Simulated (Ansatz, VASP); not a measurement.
Two plane-wave programs on NiCl4

INCAR

```
SYSTEM = NiCl4
PREC = Accurate
ENCUT = 520
EDIFF = 1E-6
ISMEAR = -1
SIGMA = 0.1
LREAL = .False.
LASPH = .True.
NELM = 100
ALGO = Normal
ISIF = 2
LWAVE = .False.
LCHARG = .False.
NBANDS = 27
```

KPOINTS

```
regular mesh
0
Gamma
  3 3 5
  0 0 0
```

File POSCAR:

```
NiCl4
1.0
    3.9683770000      4.1670710000      0.0000000000
    3.9683770000     -4.1670710000      0.0000000000
    0.0000000000      0.0000000000     -3.5634810000
Cl Ni
4 1
Direct
    0.1894000000      0.8106000000      0.5000000000
    0.8106000000      0.1894000000      0.5000000000
    0.2852000000      0.2852000000      0.0000000000
    0.7148000000      0.7148000000      0.0000000000
    0.0000000000      0.0000000000      0.0000000000
```

Input for Ansatz:

```yaml
crystal:
  lattice:
    - [3.968377, 4.167071, 0.0]
    - [3.968377, -4.167071, 0.0]
    - [0.0, 0.0, -3.563481]
  atoms:
    - { symbol: Cl, position: [0.1894, 0.8106, 0.5] }
    - { symbol: Cl, position: [0.8106, 0.1894, 0.5] }
    - { symbol: Ni, position: [0.0, 0.0, 0.0] }
    - { symbol: Cl, position: [0.2852, 0.2852, 0.0] }
    - { symbol: Cl, position: [0.7148, 0.7148, 0.0] }
  symmetry: { tolerance: 0.0003 }
kpoints:
  mp_grid: { grid: [3, 3, 5], shift: [0, 0, 0] }
magnetization:
  spin_polarized: false
scf:
  occupations: { method: fermi_dirac }
hamiltonian:
  pseudopotentials: { kind: paw }
  xc: lda
basis:
  ecutwfc: 420
output:
  forces: true
  stress: true
  eigenvalues: true
```

Alike in both runs: task single point; functional LDA; k mesh 3 × 3 × 5; no spin polarisation.

|  | VASP | Ansatz |
| --- | --- | --- |
| version | VASP 6.6.1 | Ansatz 0.2.0 |
| potentials or method | VASP PAW LDA potentials, release 64 (Cl, Ni), cutoff 520 eV | PAW plane waves |
| occupations | fermi-dirac, width 0.1 eV | fermi-dirac |
| valence electrons in the cell | 38 | 46 |

Ansatz gave:

| Quantity | Value |
| --- | --- |
| gap on the k mesh at the Fermi level (eV) | none |
| pressure (GPa) | -8.6 |
| rms of the force components (eV/Å) | 0.522 |

Question: What did VASP give for the same quantities?

Answer: gap on the k mesh at the Fermi level (eV): none; pressure (GPa): -8.7; rms of the force components (eV/Å): 0.515.

LDA's correlation is that of Perdew and Zunger in VASP and of Perdew and Wang (1992) in Ansatz. A gap of «none» marks a metal or a gap that the smearing closes. VASP's potentials hold 38 valence electrons a cell and Ansatz's 46, so a difference there can come from the potentials and not from the codes.

The k mesh is coarse, so the values compare programs but aren't converged.
